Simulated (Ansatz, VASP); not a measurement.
## Ag: VASP beside Ansatz

The input INCAR:

```
ALGO = Fast
EDIFF = 1E-6
ENCUT = 520
GGA = PS
ISIF = 2
ISMEAR = 0
LASPH = T
LCHARG = F
LREAL = F
LWAVE = F
NBANDS = 12
NELM = 100
PREC = Accurate
SIGMA = 0.15
```

The input KPOINTS:

```
k-points
0
Gamma
  22 22 22
```

POSCAR

```
Ag
1.0
   -1.4463469908      1.4463469908      2.1695204861
    1.4463469908     -1.4463469908      2.1695204861
    1.4463469908      1.4463469908     -2.1695204861
Ag
1
Direct
    0.0000000000      0.0000000000      0.0000000000
```

Input for Ansatz:

```yaml
crystal:
  lattice:
    - [-1.4463469908, 1.4463469908, 2.1695204861]
    - [1.4463469908, -1.4463469908, 2.1695204861]
    - [1.4463469908, 1.4463469908, -2.1695204861]
  atoms:
    - { symbol: Ag, position: [0.0, 0.0, 0.0] }
basis:
  ecutwfc: 420
kpoints:
  mp_grid: { grid: [22, 22, 22] }
hamiltonian:
  xc: pbesol
scf:
  occupations: { method: gaussian, width: 0.15 }
output:
  forces: true
  stress: true
  eigenvalues: true
  write_density: true
  write_potential: true
  elf: true
  volumetric_format: npy
```

Alike in both runs: task single point; functional PBEsol; k mesh 22 × 22 × 22; occupations gaussian, width 0.15 eV; no spin polarisation.

|  | VASP | Ansatz |
| --- | --- | --- |
| version | VASP 6.6.1 | Ansatz 0.2.0 |
| potentials or method | VASP PAW PBE potentials, release 64 (Ag), cutoff 520 eV | scalar-relativistic, plane waves, PAW |
| valence electrons in the cell | 11 | 19 |

```csv
,VASP,Ansatz,Ansatz less VASP
gap on the k mesh at the Fermi level (eV),none,none,-
pressure (GPa),-8.0,-7.9,+0.06
"traceless stress, the component that is largest in VASP (GPa)",-1.52,-1.52,-0.008
```

VASP's potentials were made for PBE, not for PBEsol. A gap of «none» marks a metal or a gap that the smearing closes. VASP's potentials hold 11 valence electrons a cell and Ansatz's 19, so a difference there can come from the potentials and not from the codes.
